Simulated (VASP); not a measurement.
# Zr (P6_3/mmc) in VASP: single point with PBE+D4

Aim: the single point of Zr with PBE+D4.

All numbers are computed with VASP 6.6.1; they aren't measurements. Logs are shortened: lines on timing, memory, paths and dates and some standing lists are left out, and cuts for length are marked.

### 1 The cell of the first run

It takes space group P6_3/mmc (No. 194, hexagonal). The conventional cell has a = 3.239 Å, b = 3.239 Å, c = 5.172 Å, α = 90.00°, β = 90.00°, γ = 120.00°. Within 4.2 Å of Zr (site symmetry -6m2) lie 12 Zr at 3.19 to 3.24 Å.

### 2 Single point, PBE+D4

Contents of INCAR:

```
PREC = Accurate
ENCUT = 500
EDIFF = 1E-6
ISMEAR = -1
SIGMA = 0.1
LREAL = F
LASPH = T
NELM = 120
ALGO = Normal
ISIF = 2
LWAVE = F
LCHARG = T
GGA = PE
IVDW = 13
LELF = T
LVHAR = T
NBANDS = 19
ISYM = -1
GGA_COMPAT = F
```

Contents of KPOINTS:

```
explicit points
18
Reciprocal
  0.08333333   0.08333333   0.12500000 1
  0.08333333   0.08333333   0.62500000 1
  0.08333333   0.41666667   0.12500000 1
  0.08333333   0.41666667   0.62500000 1
  0.08333333   0.75000000   0.12500000 1
  0.08333333   0.75000000   0.62500000 1
  0.41666667   0.08333333   0.12500000 1
  0.41666667   0.08333333   0.62500000 1
  0.41666667   0.41666667   0.12500000 1
  0.41666667   0.41666667   0.62500000 1
  0.41666667   0.75000000   0.12500000 1
  0.41666667   0.75000000   0.62500000 1
  0.75000000   0.08333333   0.12500000 1
  0.75000000   0.08333333   0.62500000 1
  0.75000000   0.41666667   0.12500000 1
  0.75000000   0.41666667   0.62500000 1
  0.75000000   0.75000000   0.12500000 1
  0.75000000   0.75000000   0.62500000 1
```

Contents of POSCAR:

```
Zr
1.0
    3.2392314131      0.0000000000      0.0000000000
   -1.6196157065      2.8052566925      0.0000000000
    0.0000000000      0.0000000000      5.1722200000
Zr
2
Direct
    0.3333333333      0.6666666667      0.2500000000
    0.6666666667      0.3333333333      0.7500000000
```

Potentials or basis: VASP PAW PBE potentials, release 64 (Zr_sv).

Started as:

```sh
cat potpaw_PBE.64/Zr_sv/POTCAR > POTCAR
mpirun -np 1 vasp_std > vasp.out
```

OUTCAR:

```text
PREC = Accurate
   ENCUT = 500
   EDIFF = 1E-6
   ISMEAR = -1
   LREAL = F
   LASPH = T
   NELM = 120
   ISIF = 2
   GGA = PE
   IVDW = 13
   ISYM = -1

 ion  position               nearest neighbor table
   1  0.333  0.667  0.250-   2 3.19   2 3.19   2 3.19   2 3.19   2 3.19   2 3.19
   2  0.667  0.333  0.750-   1 3.19   1 3.19   1 3.19   1 3.19   1 3.19   1 3.19

IMPORTANT INFORMATION: All symmetrisations will be switched off!
NOSYMM: (Re-)initialisation of all symmetry stuff for point group C_1.

----------------------------------------------------------------------------------------

                                     Primitive cell

  volume of cell :      46.9993

  direct lattice vectors                    reciprocal lattice vectors
     3.239231413  0.000000000  0.000000000     0.308715208  0.178236809  0.000000000
    -1.619615707  2.805256692  0.000000000     0.000000000  0.356473617  0.000000000
     0.000000000  0.000000000  5.172220000     0.000000000  0.000000000  0.193340577

  length of vectors
     3.239231413  3.239231413  5.172220000     0.356473617  0.356473617  0.193340577

  position of ions in fractional coordinates (direct lattice)
     0.333333333  0.666666667  0.250000000
     0.666666667  0.333333333  0.750000000

  ion indices of the primitive-cell ions
   primitive index   ion index
                 1           1
                 2           2

----------------------------------------------------------------------------------------

 KPOINTS: explicit points

Read explicit list of k-points.

 Found     18 k-points:

 Following reciprocal coordinates:
            Coordinates               Weight
  0.083333  0.083333  0.125000      0.055556
  0.083333  0.083333  0.625000      0.055556
  0.083333  0.416667  0.125000      0.055556
  0.083333  0.416667  0.625000      0.055556
  0.083333  0.750000  0.125000      0.055556
  0.083333  0.750000  0.625000      0.055556
[... 10 lines left out ...]
  0.750000  0.750000  0.125000      0.055556
  0.750000  0.750000  0.625000      0.055556
   k-points           NKPTS =     18   k-points in BZ     NKDIM =     18   number of bands    NBANDS=     19
   number of dos      NEDOS =    301   number of ions     NIONS =      2
   total plane-waves  NPLWV =  23040
   dimension x,y,z NGX =    24 NGY =   24 NGZ =   40
   dimension x,y,z NGXF=    48 NGYF=   48 NGZF=   80
   ions per type =               2
   NGX,Y,Z   is equivalent  to a cutoff of  12.32, 12.32, 12.86 a.u.
   NGXF,Y,Z  is equivalent  to a cutoff of  24.63, 24.63, 25.71 a.u.
 SYSTEM =  unknown system
   PREC   = accura    normal or accurate (medium, high low for compatibility)
   ISTART =      0    job   : 0-new  1-cont  2-samecut
   ICHARG =      2    charge: 1-file 2-atom 10-const
   ISPIN  =      1    spin polarized calculation?
   LNONCOLLINEAR =      F non collinear calculations
   LSORBIT =      F    spin-orbit coupling
   LASPH  =      T    aspherical Exc in radial PAW
   ENCUT  =  500.0 eV  36.75 Ry    6.06 a.u.   5.91  5.91  9.43*2*pi/ulx,y,z
   NELM   =    120;   NELMIN=  2; NELMDL= -5     # of ELM steps
   EDIFF  = 0.1E-05   stopping-criterion for ELM
   LREAL  =      F    real-space projection
   EDIFFG = 0.1E-04   stopping-criterion for IOM
   NSW    =      0    number of steps for IOM
   IBRION =     -1    ionic relax: 0-MD 1-quasi-New 2-CG
   NFREE  =      0    steps in history (QN), initial steepest desc. (CG)
   ISIF   =      2    stress and relaxation
   ISYM   =     -1    0-nonsym 1-usesym 2-fastsym
   POTIM  = 0.5000    time-step for ionic-motion
   TEBEG  =    0.0;   TEEND  =   0.0 temperature during run
   PSTRESS=    0.0 pullay stress
   NELECT =      24.0000    total number of electrons
   NUPDOWN=      -1.0000    fix difference up-down
   EMIN   =  10.00;   EMAX   =-10.00  energy-range for DOS
   EFERMI =   0.00;   METHOD = LEGACY
   ISMEAR =    -1;   SIGMA  =   0.10  broadening in eV -4-tet -1-fermi 0-gaus
   EFERMI_NEDOS =   21; number of points for ismear=-14 and -15
   IALGO  =     38    algorithm
   IMIX   =      4    mixing-type and parameters
     AMIX     =   0.40;   BMIX     =  1.00
     AMIX_MAG =   1.60;   BMIX_MAG =  1.00
  volume/ion in A,a.u.               =      23.50       158.58
  Fermi-wavevector in a.u.,A,eV,Ry     =   1.308523  2.472750 23.296340  1.712233
  Thomas-Fermi vector in A             =   2.439184
   LORBIT       =      0    0 simple, 1 ext, 2 COOP (PROOUT), +10 PAW based schemes
   GGA     = PE    functional components
   LHFCALC =     F    Hartree Fock is set to
   AEXX    =    0.0000 exact exchange contribution
   IVDW    =    13    specifies the selected vdW correction
   LEPSILON=     F    determine dielectric tensor
   LRPA    =     F    only Hartree local field effects (RPA)
 non-spin polarized calculation
  energy-cutoff  :      500.00
  volume of cell :       47.00
 maximum number of plane-waves:      1202
 NGX is ok and might be reduce to    24
   NGX = 11   NGY = 11   NGZ = 19

 number of electron      24.0000001 magnetization

 Free energy of the ion-electron system (eV)
  ---------------------------------------------------
  ext. energy  EPLUGINS =         0.00000000
  ---------------------------------------------------
  free energy    TOTEN  =       -17.03483873 eV

  energy without entropy =      -16.95858330  energy(sigma->0) =      -16.99671102

 E-fermi :   8.8071     XC(G=0): -11.0395

 val. band max:        8.8065339805   @ k =   0.0833   0.0833   0.1250
 cond. band min:       8.8992042290   @ k =   0.0833   0.0833   0.6250
 fundamental gap:      0.0926702485
 Fermi energy:         8.8071328393

 k-point     1 :       0.0833    0.0833    0.1250
  band No.  band energies     occupation
      1     -39.9378      2.00000
      2     -39.8139      2.00000
      3     -18.3879      2.00000
      4     -17.7217      2.00000
      5     -17.6903      2.00000
      6     -17.6340      2.00000
[... 11 lines left out ...]
     18      11.1353      0.00000
     19      13.5268      0.00000

 k-point     2 :       0.0833    0.0833    0.6250
  band No.  band energies     occupation
      1     -39.9019      2.00000
      2     -39.8505      2.00000
      3     -18.1859      2.00000
      4     -17.8704      2.00000
      5     -17.6586      2.00000
      6     -17.6353      2.00000
[... 11 lines left out ...]
     18      12.2861      0.00000
     19      13.1555      0.00000

 k-point     3 :       0.0833    0.4167    0.1250
  band No.  band energies     occupation
      1     -39.8323      2.00000
      2     -39.7876      2.00000
      3     -18.2966      2.00000
      4     -18.1377      2.00000
      5     -18.0126      2.00000
      6     -17.8400      2.00000
[... 11 lines left out ...]
     18      13.7651      0.00000
     19      14.6905      0.00000

 k-point     4 :       0.0833    0.4167    0.6250
  band No.  band energies     occupation
      1     -39.8192      2.00000
      2     -39.8007      2.00000
      3     -18.3620      2.00000
      4     -18.2860      2.00000
      5     -17.8524      2.00000
      6     -17.7421      2.00000
[... 11 lines left out ...]
     18      13.9948      0.00000
     19      14.2081      0.00000

 k-point     5 :       0.0833    0.7500    0.1250
  band No.  band energies     occupation
      1     -39.9126      2.00000
      2     -39.8039      2.00000
      3     -18.3269      2.00000
      4     -17.8614      2.00000
      5     -17.8168      2.00000
      6     -17.6829      2.00000
[... 11 lines left out ...]
     18      11.6837      0.00000
     19      13.6765      0.00000

 k-point     6 :       0.0833    0.7500    0.6250
  band No.  band energies     occupation
      1     -39.8810      2.00000
      2     -39.8360      2.00000
      3     -18.1853      2.00000
      4     -17.9838      2.00000
      5     -17.7651      2.00000
      6     -17.6831      2.00000
[... 11 lines left out ...]
     18      12.4461      0.00000
     19      13.1391      0.00000

 k-point     7 :       0.4167    0.0833    0.1250
  band No.  band energies     occupation
      1     -39.8323      2.00000
      2     -39.7876      2.00000
      3     -18.2966      2.00000
      4     -18.1377      2.00000
      5     -18.0126      2.00000
      6     -17.8400      2.00000
[... 11 lines left out ...]
     18      13.7651      0.00000
     19      14.6905      0.00000

 k-point     8 :       0.4167    0.0833    0.6250
  band No.  band energies     occupation
      1     -39.8192      2.00000
      2     -39.8007      2.00000
      3     -18.3620      2.00000
      4     -18.2860      2.00000
      5     -17.8524      2.00000
      6     -17.7421      2.00000
[... 11 lines left out ...]
     18      13.9948      0.00000
     19      14.2081      0.00000

 k-point     9 :       0.4167    0.4167    0.1250
  band No.  band energies     occupation
      1     -39.8214      2.00000
      2     -39.7889      2.00000
      3     -18.2807      2.00000
      4     -18.1324      2.00000
      5     -18.0063      2.00000
      6     -17.8606      2.00000
[... 11 lines left out ...]
     18      13.7716      0.00000
     19      15.1163      0.00000

 k-point    10 :       0.4167    0.4167    0.6250
  band No.  band energies     occupation
      1     -39.8118      2.00000
      2     -39.7984      2.00000
      3     -18.3394      2.00000
      4     -18.2812      2.00000
      5     -17.9161      2.00000
      6     -17.8273      2.00000
[... 11 lines left out ...]
     18      13.7995      0.00000
     19      15.1223      0.00000

 k-point    11 :       0.4167    0.7500    0.1250
  band No.  band energies     occupation
      1     -39.8570      2.00000
      2     -39.7888      2.00000
      3     -18.2093      2.00000
      4     -18.0988      2.00000
      5     -18.0052      2.00000
      6     -17.8140      2.00000
[... 11 lines left out ...]
     18      13.2269      0.00000
     19      14.0310      0.00000

 k-point    12 :       0.4167    0.7500    0.6250
  band No.  band energies     occupation
      1     -39.8371      2.00000
      2     -39.8088      2.00000
      3     -18.2678      2.00000
      4     -18.1882      2.00000
      5     -17.8553      2.00000
      6     -17.7952      2.00000
[... 11 lines left out ...]
     18      13.6310      0.00000
     19      14.0419      0.00000

 k-point    13 :       0.7500    0.0833    0.1250
  band No.  band energies     occupation
      1     -39.9126      2.00000
      2     -39.8039      2.00000
      3     -18.3269      2.00000
      4     -17.8614      2.00000
      5     -17.8168      2.00000
      6     -17.6829      2.00000
[... 11 lines left out ...]
     18      11.6837      0.00000
     19      13.6765      0.00000

 k-point    14 :       0.7500    0.0833    0.6250
  band No.  band energies     occupation
      1     -39.8810      2.00000
      2     -39.8360      2.00000
      3     -18.1853      2.00000
      4     -17.9838      2.00000
      5     -17.7651      2.00000
      6     -17.6831      2.00000
[... 11 lines left out ...]
     18      12.4461      0.00000
     19      13.1391      0.00000

 k-point    15 :       0.7500    0.4167    0.1250
  band No.  band energies     occupation
      1     -39.8570      2.00000
      2     -39.7888      2.00000
      3     -18.2093      2.00000
      4     -18.0988      2.00000
      5     -18.0051      2.00000
      6     -17.8140      2.00000
[... 11 lines left out ...]
     18      13.2269      0.00000
     19      14.0310      0.00000

 k-point    16 :       0.7500    0.4167    0.6250
  band No.  band energies     occupation
      1     -39.8371      2.00000
      2     -39.8088      2.00000
      3     -18.2678      2.00000
      4     -18.1882      2.00000
      5     -17.8553      2.00000
      6     -17.7952      2.00000
[... 11 lines left out ...]
     18      13.6310      0.00000
     19      14.0419      0.00000

 k-point    17 :       0.7500    0.7500    0.1250
  band No.  band energies     occupation
      1     -39.8327      2.00000
      2     -39.7873      2.00000
      3     -18.1690      2.00000
      4     -18.1465      2.00000
      5     -17.9516      2.00000
      6     -17.9229      2.00000
[... 11 lines left out ...]
     18      13.6710      0.00000
     19      14.8812      0.00000

 k-point    18 :       0.7500    0.7500    0.6250
  band No.  band energies     occupation
      1     -39.8193      2.00000
      2     -39.8006      2.00000
      3     -18.2528      2.00000
      4     -18.2281      2.00000
      5     -17.9397      2.00000
      6     -17.8704      2.00000
[... 11 lines left out ...]
     18      14.1592      0.00000
     19      15.0810      0.00000

------------------------ aborting loop because EDIFF is reached ----------------------------------------

  DFT-D4 for vdW energy calculation

  Edisp (eV):   -0.40523

  FORCE on cell =-STRESS in cart. coord.  units (eV):
  Direction    XX          YY          ZZ          XY          YZ          ZX
  --------------------------------------------------------------------------------------
  -------------------------------------------------------------------------------------
  Total      -0.42703    -0.22994    -0.32266     0.17052     0.20041     0.11564
  in kB     -14.55716    -7.83866   -10.99914     5.81284     6.83168     3.94216
  external pressure =      -11.13 kB  Pullay stress =        0.00 kB

 VOLUME and BASIS-vectors are now :
 -----------------------------------------------------------------------------
  energy-cutoff  :      500.00
  volume of cell :       47.00
      direct lattice vectors                 reciprocal lattice vectors
     3.239231413  0.000000000  0.000000000     0.308715208  0.178236809  0.000000000
    -1.619615707  2.805256692  0.000000000     0.000000000  0.356473617  0.000000000
     0.000000000  0.000000000  5.172220000     0.000000000  0.000000000  0.193340577

 POSITION                                       TOTAL-FORCE (eV/Angst)
 -----------------------------------------------------------------------------------
     -0.00000      1.87017      1.29306        -0.248213      0.143324     -0.000021
      1.61962      0.93509      3.87917         0.248213     -0.143324      0.000021
 -----------------------------------------------------------------------------------
    total drift:                               -0.000005     -0.000008     -0.000007

  FREE ENERGIE OF THE ION-ELECTRON SYSTEM (eV)
  ---------------------------------------------------
  free  energy   TOTEN  =       -17.4400703536 eV

  energy  without entropy=      -17.3638149219  energy(sigma->0) =      -17.40194264
```

Wall time 12 s (1 thread of AMD EPYC 7R13 (Zen 3), shared host); peak memory 0.13 GiB.

What came out:

```
Free energy                : -17.4401 eV
Pressure                   : -1.1 GPa
Largest force              : 0.287 eV/Å
Band gap on the k mesh     : zero (bands 12 and 13 overlap by 0.21 eV)
Dispersion energy per atom : -0.203 eV
```

Forces in eV/Å, atoms in the order of the input:
```
Zr  -0.248  0.143  0.000
Zr   0.248 -0.143  0.000
```
